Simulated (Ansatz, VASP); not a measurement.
**Ba: VASP beside Ansatz**

INCAR

```
  PREC = Accurate
  ENCUT = 520
  EDIFF = 1E-8
  ISMEAR = -1
  SIGMA = 0.05
  LREAL = False
  LASPH = True
  NELM = 60
  ALGO = Normal
  ISIF = 2
  LWAVE = False
  LCHARG = False
  GGA = PE
  LEFG = True
  NBANDS = 11
```

The input KPOINTS:

```
Automatic mesh
0
Gamma
  13 13 13
```

File POSCAR:

```
Ba
1.0
    3.9169717078      0.0000000000      0.0000000000
    0.0000000000      3.9169717078      0.0000000000
    0.0000000000      0.0000000000      3.9169717078
Ba
1
Direct
    0.0000000000      0.0000000000      0.0000000000
```

Input for Ansatz:

```yaml
crystal:
  lattice:
    - [3.9169717078, 0.0, 0.0]
    - [0.0, 3.9169717078, 0.0]
    - [0.0, 0.0, 3.9169717078]
  atoms:
    - { symbol: Ba, position: [0.0, 0.0, 0.0] }
kpoints:
  mp_grid: { grid: [13, 13, 13] }
scf:
  occupations: { method: fermi_dirac, width: 0.05 }
hamiltonian:
  xc: pbe
  pseudopotentials: { kind: paw }
output:
  forces: true
  stress: true
  eigenvalues: true
  efg: { contact_densities: true }
```

Change from the starting cell: volume scaled by 0.975, PAW files.

Alike in both runs: task electric field gradients; functional PBE; k mesh 13 × 13 × 13; occupations fermi-dirac, width 0.05 eV; no spin polarisation.

|  | VASP | Ansatz |
| --- | --- | --- |
| version | VASP 6.6.1 | Ansatz 0.2.0 |
| potentials or method | VASP PAW PBE potentials, release 64 (Ba_sv) | PAW with Ansatz's default frozen-core files, scalar-relativistic |
| plane-wave cutoff (eV) | 520 | 420 |
| valence electrons in the cell | 10 | 10 |

|  | VASP | Ansatz | Ansatz less VASP |
| --- | --- | --- | --- |
| pressure (GPa) | 0.3 | 0.2 | -0.14 |

Spin-orbit coupling is off throughout.
